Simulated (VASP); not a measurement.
Wanted: the native input for a VASP 6.6.1 run.

| Quantity | Value |
| --- | --- |
| Task | single point |
| Functional | LDA |
| Potentials or basis | VASP PAW LDA potentials, release 64 (Sc_sv) |
| Cutoff | 520 eV |
| k mesh | 7 × 7 × 7 |
| Occupations | fermi-dirac, width 0.05 eV |
| Spin | no spin polarisation |
| Dipole correction | no |
| Further INCAR settings | ALGO = Normal; EDIFF = 1e-06; NBANDS = 12 |

The structure of Sc lies in POSCAR:

```
Sc
1.0
    2.8539085984      0.0000000000      0.0000000000
    0.0000000000      2.8539085984      0.0000000000
    0.0000000000      0.0000000000      2.8539085984
Sc
1
Direct
    0.0000000000      0.0000000000      0.0000000000
```

One way to write it, as run:

INCAR

```
SYSTEM = Sc
ALGO     = Normal         ! electronic algorithm
EDIFF    = 1E-6           ! SCF threshold, eV
ENCUT    = 520            ! plane-wave cutoff, eV
GGA      = CA             ! functional
ISIF     = 2              ! what is computed and relaxed
ISMEAR   = -1             ! smearing method
LASPH    = .True.         ! aspherical terms in the spheres
LCHARG   = .True.         ! write CHGCAR
LELF     = .True.         ! ELF
LREAL    = .False.        ! projectors in reciprocal space
LVHAR    = .True.       
LWAVE    = .False.        ! write WAVECAR
NBANDS   = 12             ! bands
NELM     = 100            ! most SCF steps
PREC     = Accurate       ! precision mode
SIGMA    = 0.05           ! smearing width, eV
```

KPOINTS

```
k-points
0
Gamma
  7 7 7
  0 0 0
```

Potentials or basis: VASP PAW LDA potentials, release 64 (Sc_sv).

Command:

```console
$ cat potpaw_LDA.64/Sc_sv/POTCAR > POTCAR
$ mpirun -np 1 vasp_std > vasp.out
```

Results of the run:

- Pressure: 0.1 GPa

Run time: 2.3 s on 1 thread of Intel(R) Xeon(R) 6975P-C (Granite Rapids) (shared host), peak memory 0.12 GiB.
